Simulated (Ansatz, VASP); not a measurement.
## Te2Mo: VASP beside Ansatz

```
Te Mo
1.0
     3.49677    0.00000    0.00000
    -1.74839    3.02829    0.00000
     0.00000    0.00000   21.30895
Te Mo
6 3
Cartesian
  0.0000 0.0000 19.4922
  0.0000 2.0189 12.6467
  0.0000 2.0189 5.0273
  0.0000 2.0189 16.2817
  0.0000 2.0189 8.6622
  0.0000 0.0000 1.8167
  0.0000 0.0000 14.4635
  0.0000 0.0000 6.8455
  0.0000 2.0189 0.0000
```

Alike in both runs: functional PBE; dispersion D3(BJ); k mesh 12 × 12 × 2; occupations gaussian, width 0.02 eV; no spin polarisation.

Ansatz relaxed the structure, and its values are those at the end. VASP's run is a single point on that final structure, the one shown.

```csv
,VASP,Ansatz
version,VASP 6.6.1,Ansatz 0.2.0
potentials or method,"VASP PAW PBE potentials, release 64 (Te, Mo_sv), cutoff 520 eV","scalar-relativistic, plane waves, PAW"
valence electrons in the cell,78,138
```

|  | VASP | Ansatz | Ansatz less VASP |
| --- | --- | --- | --- |
| gap on the k mesh at the Fermi level (eV) | 0.70 | 0.71 | +0.006 |
| least direct gap on the mesh (eV) | 1.10 | 1.10 | 0.000 |
| pressure (GPa) | 0.0 | 0.0 | +0.01 |
| rms of the force components (eV/Å) | 0.009 | 0.002 | -0.0065 |

VASP's potentials hold 78 valence electrons a cell and Ansatz's 138, so a difference there can come from the potentials and not from the codes. Ansatz's warnings: relaxed geometry near dispersion switch.

Neither program's run includes spin-orbit coupling.
